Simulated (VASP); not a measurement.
Wanted: the native input for a VASP 6.6.1 run.

| Item | Value |
| --- | --- |
| Task | single point |
| Functional | r2SCAN |
| Potentials or basis | VASP PAW PBE potentials, release 64 (Cu) |
| Cutoff | 520 eV |
| k mesh | 8 × 8 × 8 |
| Occupations | gaussian, width 0.1 eV |
| Spin | no spin polarisation |
| Dipole correction | no |
| Further INCAR settings | ALGO = Normal; EDIFF = 1e-06; NBANDS = 12 |

The system is Cu.

```
CELL_PARAMETERS angstrom
0.00000 1.80750 1.80750
1.80750 0.00000 1.80750
1.80750 1.80750 0.00000
ATOMIC_POSITIONS crystal
Cu 0.00000 0.00000 0.00000
```

One way to write it, as run:

POSCAR

```
Cu
1.0
    0.0000000000      1.8075000000      1.8075000000
    1.8075000000      0.0000000000      1.8075000000
    1.8075000000      1.8075000000      0.0000000000
Cu
1
Direct
    0.0000000000      0.0000000000      0.0000000000
```

INCAR.step1

```
PREC     = Accurate       # precision mode
ENCUT    = 520            # plane-wave cutoff, eV
ISMEAR   = 0              # smearing method
SIGMA    = 0.1            # smearing width, eV
LREAL    = F              # projectors in reciprocal space
LASPH    = T              # aspherical terms in the spheres
NELM     = 100            # most SCF steps
NBANDS   = 12             # bands
GGA      = PE             # functional
ALGO     = Normal         # electronic algorithm
EDIFF    = 1E-4           # SCF threshold, eV
LWAVE    = T              # write WAVECAR
LCHARG   = F              # write CHGCAR
```

INCAR.step2

```
PREC     = Accurate       # precision mode
ENCUT    = 520            # plane-wave cutoff, eV
EDIFF    = 1E-6           # SCF threshold, eV
ISMEAR   = 0              # smearing method
SIGMA    = 0.1            # smearing width, eV
LREAL    = F              # projectors in reciprocal space
LASPH    = T              # aspherical terms in the spheres
NELM     = 100            # most SCF steps
ALGO     = Normal         # electronic algorithm
ISIF     = 2              # what is computed and relaxed
LWAVE    = F              # write WAVECAR
LCHARG   = F              # write CHGCAR
METAGGA  = R2SCAN         # meta-GGA
LMIXTAU  = T            
NBANDS   = 12             # bands
ISTART   = 1
```

KPOINTS

```
Automatic mesh
0
Gamma
  8 8 8
```

Potentials or basis: VASP PAW PBE potentials, release 64 (Cu).

Command:

```sh
$ cat potpaw_PBE.64/Cu/POTCAR > POTCAR
$ cp INCAR.step1 INCAR
$ mpirun -np 1 vasp_std > vasp.out
$ cp INCAR.step2 INCAR
$ mpirun -np 1 vasp_std > vasp.out
```

It gave:

```json
{"Pressure": "-3.4 GPa", "Band gap on the k mesh": "zero (an odd number of electrons rules out a gap without spin polarisation)"}
```

Caveat: the k points lie up to 0.38 Å⁻¹ apart, too coarse for converged energies and pressures of a metal; the PAW data sets were made with another functional, which shifts forces and pressure a little.

Run time: 16 s on 1 thread of AMD EPYC 9R14 (Zen 4) (shared host), peak memory 0.09 GiB.
